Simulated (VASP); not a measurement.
Input of a VASP 6.6.1 run:

The input POSCAR:

```
TiSi2
1.0
    0.0000000000      4.0618673723      4.2052840453
    2.3572172929      0.0000000000      4.2052840453
    2.3572172929      4.0618673723      0.0000000000
Ti Si
2 4
Direct
    0.7500000000      0.7500000000      0.7500000000
    0.5000000000      0.5000000000      0.5000000000
    0.4125656100      0.0874343900      0.4125656100
    0.0874343900      0.4125656100      0.0874343900
    0.1625656100      0.8374343900      0.1625656100
    0.8374343900      0.1625656100      0.8374343900
```

INCAR.step1

```
PREC     = Accurate       # precision mode
ENCUT    = 520            # plane-wave cutoff, eV
ISMEAR   = -1             # smearing method
SIGMA    = 0.05           # smearing width, eV
LREAL    = False          # projectors in reciprocal space
LASPH    = True           # aspherical terms in the spheres
NELM     = 80             # most SCF steps
NBANDS   = 29             # bands
GGA      = PE             # functional
ALGO     = Normal         # electronic algorithm
EDIFF    = 1E-4           # SCF threshold, eV
LWAVE    = True           # write WAVECAR
LCHARG   = False          # write CHGCAR
```

Contents of INCAR.step2:

```
PREC     = Accurate       # precision mode
ENCUT    = 520            # plane-wave cutoff, eV
EDIFF    = 1E-7           # SCF threshold, eV
ISMEAR   = -1             # smearing method
SIGMA    = 0.05           # smearing width, eV
LREAL    = False          # projectors in reciprocal space
LASPH    = True           # aspherical terms in the spheres
NELM     = 80             # most SCF steps
ALGO     = Normal         # electronic algorithm
ISIF     = 2              # what is computed and relaxed
LWAVE    = False          # write WAVECAR
LCHARG   = False          # write CHGCAR
METAGGA  = R2SCAN         # meta-GGA
LMIXTAU  = True         
NBANDS   = 29             # bands
ISTART   = 1
```

KPOINTS

```
Automatic mesh
0
Gamma
  7 7 7
```

Potentials or basis: VASP PAW PBE potentials, release 64 (Ti_sv, Si).

Command:

```bash
$ cat potpaw_PBE.64/Ti_sv/POTCAR potpaw_PBE.64/Si/POTCAR > POTCAR
$ cp INCAR.step1 INCAR
$ mpirun -np 1 vasp_std > vasp.out
$ cp INCAR.step2 INCAR
$ mpirun -np 1 vasp_std > vasp.out
```

**Question.** Predict the largest force.

**Answer.** 0.004 eV/Å.

**Question.** Predict the band gap on the k mesh.

**Answer.** Zero (bands 20 and 21 overlap by 2.02 eV).

**Question.** Predict the pressure.

**Answer.** 6.8 GPa.

Forces on the atoms (eV/Å):
```
Ti   0.000  0.000  0.000
Ti   0.000  0.000  0.000
Si   0.000  0.004  0.000
Si   0.000 -0.004  0.000
Si   0.000  0.004  0.000
Si   0.000 -0.004  0.000
```

Caveat: the cell stands under pressure; the PAW data sets were made with another functional, which shifts forces and pressure a little.
